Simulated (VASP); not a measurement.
Write the native input for VASP 6.6.1 that does the following.

| Property | Result |
| --- | --- |
| Task | relaxation of cell and atoms |
| Functional | PBE |
| Potentials or basis | VASP PAW PBE potentials, release 64 (K_sv, F) |
| Cutoff | 600 eV |
| k mesh | 9 × 9 × 6 |
| Occupations | gaussian, width 0.02 eV |
| Spin | no spin polarisation |
| Dipole correction | no |
| Further INCAR settings | ALGO = Normal; EDIFF = 1e-06; IBRION = 2; EDIFFG = -0.01; NSW = 65; ISIF = 3 |

The structure of KF lies in POSCAR:

```
KF
1.0
    3.8319348817      0.0000000000      0.0000000000
   -1.9159674408      3.3185529532      0.0000000000
    0.0000000000      0.0000000000      6.2574556409
K F
2 2
Direct
    0.0000000000      0.0000000000      0.0000000000
    0.0000000000      0.0000000000      0.5000000000
    0.3333333333      0.6666666667      0.2500000000
    0.6666666667      0.3333333333      0.7500000000
```

One way to write it, as run:

INCAR

```
PREC = Accurate
ENCUT = 600
EDIFF = 1E-6
ISMEAR = 0
SIGMA = 0.02
LREAL = False
LASPH = True
NELM = 100
ALGO = Normal
ISIF = 3
LWAVE = False
LCHARG = False
GGA = PE
IBRION = 2
NSW = 65
EDIFFG = -0.01
```

KPOINTS

```
Automatic mesh
0
Gamma
  9 9 6
```

Potentials or basis: VASP PAW PBE potentials, release 64 (K_sv, F).

Command:

```console
$ cat potpaw_PBE.64/K_sv/POTCAR potpaw_PBE.64/F/POTCAR > POTCAR
$ mpirun -np 1 vasp_std > vasp.out
```

It gave:

The relaxed volume is 19.95 Å³/atom. The relaxed cell is a = 3.736 Å, b = 3.736 Å, c = 6.600 Å, α = 90.00°, β = 90.00°, γ = 120.00° and the space group after relaxing (to 0.05 Å) is P6_3/mmc (No. 194). The energy gained by relaxing is 13.1 meV/atom. The ionic steps are 6, the pressure after relaxing is 0.0 GPa and the band gap on the k mesh is 5.89 eV, direct.

It took 2.9 min on 1 thread of Intel(R) Xeon(R) 6975P-C (Granite Rapids), on a shared host, peak memory 0.26 GiB.
